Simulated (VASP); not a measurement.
A run of VASP 6.6.1:

Contents of INCAR:

```
SYSTEM = CrNCl
ALGO = Normal
EDIFF = 1E-6
ENCUT = 520
GGA = PE
ISIF = 2
ISMEAR = 0
ISPIN = 2
LASPH = .TRUE.
LCHARG = .FALSE.
LMAXMIX = 4
LORBIT = 11
LREAL = .FALSE.
LWAVE = .FALSE.
MAGMOM = 3 0 0
NBANDS = 23
NELM = 150
PREC = Accurate
SIGMA = 0.1
```

KPOINTS

```
k-points
0
G
  6 6 6
  0 0 0
```

POSCAR

```
CrNCl
1.0
    3.7779928800      0.0000000000      0.0000000000
   -1.8889964400      3.2718378100      0.0000000000
    0.0000000000      0.0000000000      3.7040724900
Cr N Cl
1 1 1
Direct
    0.3333333300      0.6666666700      0.5000000000
    0.0000000000      0.0000000000      0.5000000000
    0.6666666700      0.3333333300      0.0000000000
```

Potentials or basis: VASP PAW PBE potentials, release 64 (Cr_pv, N, Cl).

Run with:

```sh
$ cat potpaw_PBE.64/Cr_pv/POTCAR potpaw_PBE.64/N/POTCAR potpaw_PBE.64/Cl/POTCAR > POTCAR
$ mpirun -np 1 vasp_std > vasp.out
```

Hardware: 1 thread of Intel(R) Xeon(R) 6975P-C (Granite Rapids), on a shared host.

How long does it take, and how much memory?

It took 27 s on 1 thread of Intel(R) Xeon(R) 6975P-C (Granite Rapids) (shared host), peak memory 0.2 GiB. Counts: scf iterations 18, k points 28.
